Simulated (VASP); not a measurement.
# Sr3Br (P4/mmm) in VASP: single point with PBE

Aim: the single point of Sr3Br with PBE.

Everything below comes from runs of VASP 6.6.1. Logs are shortened: lines on timing, memory, paths and dates and some standing lists are left out, and cuts for length are marked.

### Step 1. The cell of the first run

The structure is tetragonal, space group P4/mmm (No. 123). The conventional cell has a = 6.731 Å, b = 6.731 Å, c = 4.268 Å, α = 90.00°, β = 90.00°, γ = 90.00°. Within 5.2 Å of Sr (site symmetry mmm) lie 10 Sr at 3.98 to 4.76 Å and 4 Br at 3.98 Å. Within 5.2 Å of Sr (site symmetry 4/mmm) lie 10 Sr at 3.98 to 4.27 Å and 4 Br at 4.76 Å. Within 5.2 Å of Br (site symmetry 4/mmm) lie 12 Sr at 3.98 to 4.76 Å and 2 Br at 4.27 Å.

### Step 2. Single point, PBE

Input file INCAR:

```
SYSTEM = Sr3Br
PREC = Accurate ; ENCUT = 520
EDIFF = 1E-6 ; ISMEAR = 0
SIGMA = 0.1 ; LREAL = .FALSE.
LASPH = .TRUE. ; NELM = 100
ALGO = Normal ; ISIF = 2
LWAVE = .FALSE. ; LCHARG = .FALSE.
GGA = PE ; NBANDS = 26
```

Input file KPOINTS:

```
Automatic mesh
0
G
  8 8 8
  0 0 0
```

Input file POSCAR:

```
Sr3Br
1.0
    6.7305925616      0.0000000000      0.0000000000
    0.0000000000      6.7305925616      0.0000000000
    0.0000000000      0.0000000000      4.2680155235
Sr Br
3 1
Direct
    0.0000000000      0.5000000000      0.5000000000
    0.5000000000      0.0000000000      0.5000000000
    0.5000000000      0.5000000000      0.0000000000
    0.0000000000      0.0000000000      0.0000000000
```

Potentials or basis: VASP PAW PBE potentials, release 64 (Sr_sv, Br).

Run with:

```bash
cat potpaw_PBE.64/Sr_sv/POTCAR potpaw_PBE.64/Br/POTCAR > POTCAR
mpirun -np 1 vasp_std > vasp.out
```

OUTCAR:

```text
SYSTEM = Sr3Br
   PREC = Accurate
   ENCUT = 520
   EDIFF = 1E-6
   ISMEAR = 0
   LREAL = .FALSE.
   LASPH = .TRUE.
   NELM = 100
   ISIF = 2
   GGA = PE

 ion  position               nearest neighbor table
   1  0.000  0.500  0.500-   3 3.98   3 3.98   3 3.98   3 3.98   2 4.76   2 4.76   2 4.76   2 4.76

   2  0.500  0.000  0.500-   3 3.98   3 3.98   3 3.98   3 3.98   1 4.76   1 4.76   1 4.76   1 4.76

   3  0.500  0.500  0.000-   1 3.98   2 3.98   1 3.98   2 3.98   2 3.98   2 3.98   1 3.98   1 3.98

   4  0.000  0.000  0.000-

  LATTYP: Found a simple tetragonal cell.
 ALAT       =     6.7305925616
 C/A-ratio  =     0.6341218079

  Lattice vectors:

 A1 = (   6.7305925616,   0.0000000000,   0.0000000000)
 A2 = (   0.0000000000,   6.7305925616,   0.0000000000)
 A3 = (   0.0000000000,   0.0000000000,   4.2680155235)

Analysis of symmetry for initial positions (statically):
=====================================================================
 Subroutine PRICEL returns:
 Original cell was already a primitive cell.

 Routine SETGRP: Setting up the symmetry group for a
 simple tetragonal supercell.

 Subroutine GETGRP returns: Found 16 space group operations
 (whereof 16 operations were pure point group operations)
 out of a pool of 16 trial point group operations.

The static configuration has the point symmetry D_4h.

Analysis of symmetry for dynamics (positions and initial velocities):
=====================================================================
 Subroutine PRICEL returns:
 Original cell was already a primitive cell.

 Routine SETGRP: Setting up the symmetry group for a
 simple tetragonal supercell.

 Subroutine GETGRP returns: Found 16 space group operations
 (whereof 16 operations were pure point group operations)
 out of a pool of 16 trial point group operations.

The dynamic configuration has the point symmetry D_4h.

 Subroutine INISYM returns: Found 16 space group operations
 (whereof 16 operations are pure point group operations),
 and found     1 'primitive' translations

----------------------------------------------------------------------------------------

                                     Primitive cell

  volume of cell :     193.3448

  direct lattice vectors                    reciprocal lattice vectors
     6.730592562  0.000000000  0.000000000     0.148575328  0.000000000  0.000000000
     0.000000000  6.730592562  0.000000000     0.000000000  0.148575328  0.000000000
     0.000000000  0.000000000  4.268015523     0.000000000  0.000000000  0.234300928

  length of vectors
     6.730592562  6.730592562  4.268015523     0.148575328  0.148575328  0.234300928

  position of ions in fractional coordinates (direct lattice)
     0.000000000  0.500000000  0.500000000
     0.500000000  0.000000000  0.500000000
     0.500000000  0.500000000  0.000000000
     0.000000000  0.000000000  0.000000000

  ion indices of the primitive-cell ions
   primitive index   ion index
                 1           1
                 2           2
                 3           3
                 4           4

----------------------------------------------------------------------------------------

 KPOINTS: Automatic mesh

Automatic generation of k-mesh.
 Grid dimensions read from file:
 generate k-points for:    8    8    8

 Generating k-lattice:

  Cartesian coordinates                     Fractional coordinates (reciprocal lattice)
     0.018571916  0.000000000  0.000000000     0.125000000  0.000000000  0.000000000
     0.000000000  0.018571916  0.000000000     0.000000000  0.125000000  0.000000000
     0.000000000  0.000000000  0.029287616     0.000000000  0.000000000  0.125000000

  Length of vectors
     0.018571916  0.018571916  0.029287616

  Shift w.r.t. Gamma in fractional coordinates (k-lattice)
     0.000000000  0.000000000  0.000000000

 Subroutine IBZKPT returns following result:
 ===========================================

 Found     75 irreducible k-points:

 Following reciprocal coordinates:
            Coordinates               Weight
  0.000000  0.000000  0.000000      1.000000
  0.125000  0.000000  0.000000      4.000000
  0.250000  0.000000  0.000000      4.000000
  0.375000  0.000000  0.000000      4.000000
  0.500000  0.000000  0.000000      2.000000
  0.125000  0.125000  0.000000      4.000000
[... 16 lines left out ...]
  0.375000  0.125000  0.125000     16.000000
  0.500000  0.125000  0.125000      8.000000
 [... further k-points ...]
   k-points           NKPTS =     75   k-points in BZ     NKDIM =     75   number of bands    NBANDS=     26
   number of dos      NEDOS =    301   number of ions     NIONS =      4
   total plane-waves  NPLWV =  80000
   dimension x,y,z NGX =    50 NGY =   50 NGZ =   32
   dimension x,y,z NGXF=   100 NGYF=  100 NGZF=   64
   ions per type =               3   1
   NGX,Y,Z   is equivalent  to a cutoff of  12.35, 12.35, 12.46 a.u.
   NGXF,Y,Z  is equivalent  to a cutoff of  24.70, 24.70, 24.93 a.u.
 SYSTEM =  Sr3Br
   PREC   = accura    normal or accurate (medium, high low for compatibility)
   ISTART =      0    job   : 0-new  1-cont  2-samecut
   ICHARG =      2    charge: 1-file 2-atom 10-const
   ISPIN  =      1    spin polarized calculation?
   LNONCOLLINEAR =      F non collinear calculations
   LSORBIT =      F    spin-orbit coupling
   LASPH  =      T    aspherical Exc in radial PAW
   ENCUT  =  520.0 eV  38.22 Ry    6.18 a.u.  12.51 12.51  7.94*2*pi/ulx,y,z
   NELM   =    100;   NELMIN=  2; NELMDL= -5     # of ELM steps
   EDIFF  = 0.1E-05   stopping-criterion for ELM
   LREAL  =      F    real-space projection
   EDIFFG = 0.1E-04   stopping-criterion for IOM
   NSW    =      0    number of steps for IOM
   IBRION =     -1    ionic relax: 0-MD 1-quasi-New 2-CG
   NFREE  =      0    steps in history (QN), initial steepest desc. (CG)
   ISIF   =      2    stress and relaxation
   ISYM   =      2    0-nonsym 1-usesym 2-fastsym
   POTIM  = 0.5000    time-step for ionic-motion
   TEBEG  =    0.0;   TEEND  =   0.0 temperature during run
   PSTRESS=    0.0 pullay stress
   NELECT =      37.0000    total number of electrons
   NUPDOWN=      -1.0000    fix difference up-down
   EMIN   =  10.00;   EMAX   =-10.00  energy-range for DOS
   EFERMI =   0.00;   METHOD = LEGACY
   ISMEAR =     0;   SIGMA  =   0.10  broadening in eV -4-tet -1-fermi 0-gaus
   EFERMI_NEDOS =   21; number of points for ismear=-14 and -15
   IALGO  =     38    algorithm
   IMIX   =      4    mixing-type and parameters
     AMIX     =   0.40;   BMIX     =  1.00
     AMIX_MAG =   1.60;   BMIX_MAG =  1.00
  volume/ion in A,a.u.               =      48.34       326.19
  Fermi-wavevector in a.u.,A,eV,Ry     =   0.943404  1.782776 12.109345  0.890012
  Thomas-Fermi vector in A             =   2.071108
   LORBIT       =      0    0 simple, 1 ext, 2 COOP (PROOUT), +10 PAW based schemes
   GGA     = PE    functional components
   LHFCALC =     F    Hartree Fock is set to
   AEXX    =    0.0000 exact exchange contribution
   IVDW    =     0    specifies the selected vdW correction
   LEPSILON=     F    determine dielectric tensor
   LRPA    =     F    only Hartree local field effects (RPA)
 non-spin polarized calculation
 Gauss-broadening in eV      SIGMA  =   0.10
  energy-cutoff  :      520.00
  volume of cell :      193.34
 maximum number of plane-waves:      5236
   NGX = 25   NGY = 25   NGZ = 15

 number of electron      36.9999995 magnetization

 Free energy of the ion-electron system (eV)
  ---------------------------------------------------
  ext. energy  EPLUGINS =         0.00000000
  ---------------------------------------------------
  free energy    TOTEN  =        -8.24282945 eV

  energy without entropy =       -8.22810587  energy(sigma->0) =       -8.23546766

 E-fermi :   1.8469     XC(G=0):  -7.4656

 val. band max:        1.8356815148   @ k =   0.2500   0.0000   0.1250
 cond. band min:       1.8482246667   @ k =   0.3750   0.1250   0.1250
 fundamental gap:      0.0125431519
 Fermi energy:         1.8469130765

 k-point     1 :       0.0000    0.0000    0.0000
  band No.  band energies     occupation
      1     -35.0275      2.00000
      2     -35.0251      2.00000
      3     -34.5221      2.00000
      4     -17.0450      2.00000
      5     -17.0450      2.00000
      6     -16.9991      2.00000
[... 18 lines left out ...]
     25       3.8476      0.00000
     26       4.3239      0.00000

 k-point     2 :       0.1250    0.0000    0.0000
  band No.  band energies     occupation
      1     -35.0273      2.00000
      2     -35.0251      2.00000
      3     -34.5221      2.00000
      4     -17.0436      2.00000
      5     -17.0429      2.00000
      6     -17.0004      2.00000
[... 18 lines left out ...]
     25       3.9178      0.00000
     26       4.2970      0.00000

 k-point     3 :       0.2500    0.0000    0.0000
  band No.  band energies     occupation
      1     -35.0270      2.00000
      2     -35.0253      2.00000
      3     -34.5222      2.00000
      4     -17.0398      2.00000
      5     -17.0391      2.00000
      6     -17.0041      2.00000
[... 18 lines left out ...]
     25       4.1255      0.00000
     26       4.1456      0.00000

 k-point     4 :       0.3750    0.0000    0.0000
  band No.  band energies     occupation
      1     -35.0266      2.00000
      2     -35.0257      2.00000
      3     -34.5223      2.00000
      4     -17.0368      2.00000
      5     -17.0351      2.00000
      6     -17.0087      2.00000
[... 18 lines left out ...]
     25       3.9332      0.00000
     26       4.4611      0.00000
[... 496 lines left out ...]
      1     -35.0262      2.00000
      2     -35.0247      2.00000
      3     -34.5216      2.00000
      4     -17.0414      2.00000
      5     -17.0310      2.00000
      6     -16.9982      2.00000
[... 18 lines left out ...]
     25       3.7196      0.00000
     26       4.5053      0.00000

 k-point    23 :       0.3750    0.1250    0.1250
  band No.  band energies     occupation
      1     -35.0259      2.00000
      2     -35.0250      2.00000
      3     -34.5217      2.00000
      4     -17.0405      2.00000
      5     -17.0269      2.00000
      6     -17.0008      2.00000
[... 18 lines left out ...]
     25       3.8578      0.00000
     26       4.6501      0.00000

 k-point    24 :       0.5000    0.1250    0.1250
  band No.  band energies     occupation
      1     -35.0255      2.00000
      2     -35.0253      2.00000
      3     -34.5218      2.00000
      4     -17.0401      2.00000
      5     -17.0252      2.00000
      6     -17.0022      2.00000
[... 18 lines left out ...]
     25       3.9600      0.00000
     26       4.6042      0.00000

 [... further k-points ...]

------------------------ aborting loop because EDIFF is reached ----------------------------------------

  FORCE on cell =-STRESS in cart. coord.  units (eV):
  Direction    XX          YY          ZZ          XY          YZ          ZX
  --------------------------------------------------------------------------------------
  -------------------------------------------------------------------------------------
  Total        0.0196962      0.0196962      0.0002896      0.0000000      0.0000000     -0.0000000
  in kB        0.1632149      0.1632149      0.0024000      0.0000000      0.0000000     -0.0000000
  external PRESSURE =       0.1096099 kB  Pullay stress =       0.0000000 kB

 VOLUME and BASIS-vectors are now :
 -----------------------------------------------------------------------------
  energy-cutoff  :      520.00
  volume of cell :      193.34
      direct lattice vectors                 reciprocal lattice vectors
     6.730592562  0.000000000  0.000000000     0.148575328  0.000000000  0.000000000
     0.000000000  6.730592562  0.000000000     0.000000000  0.148575328  0.000000000
     0.000000000  0.000000000  4.268015523     0.000000000  0.000000000  0.234300928

 POSITION                                       TOTAL-FORCE (eV/Angst)
 -----------------------------------------------------------------------------------
      0.00000      3.36530      2.13401         0.000000      0.000000      0.000000
      3.36530      0.00000      2.13401         0.000000      0.000000      0.000000
      3.36530      3.36530      0.00000         0.000000      0.000000      0.000000
      0.00000      0.00000      0.00000         0.000000      0.000000      0.000000
 -----------------------------------------------------------------------------------
    total drift:                                0.000000      0.000000      0.000000

  FREE ENERGIE OF THE ION-ELECTRON SYSTEM (eV)
  ---------------------------------------------------
  free  energy   TOTEN  =        -8.2428294546 eV

  energy  without entropy=       -8.2281058672  energy(sigma->0) =       -8.23546766
```

Wall time 4.1 min (1 thread of AMD EPYC 7R13 (Zen 3), shared host); peak memory 0.46 GiB.

Results:

```yaml
Free_energy: -8.2428 eV
Pressure: 0.0 GPa
Band_gap_on_the_k_mesh: zero (an odd number of electrons rules out a gap without spin polarisation)
```

Caveat: an odd number of electrons without spin polarisation forces a metal; a magnetic or distorted state may lie lower.
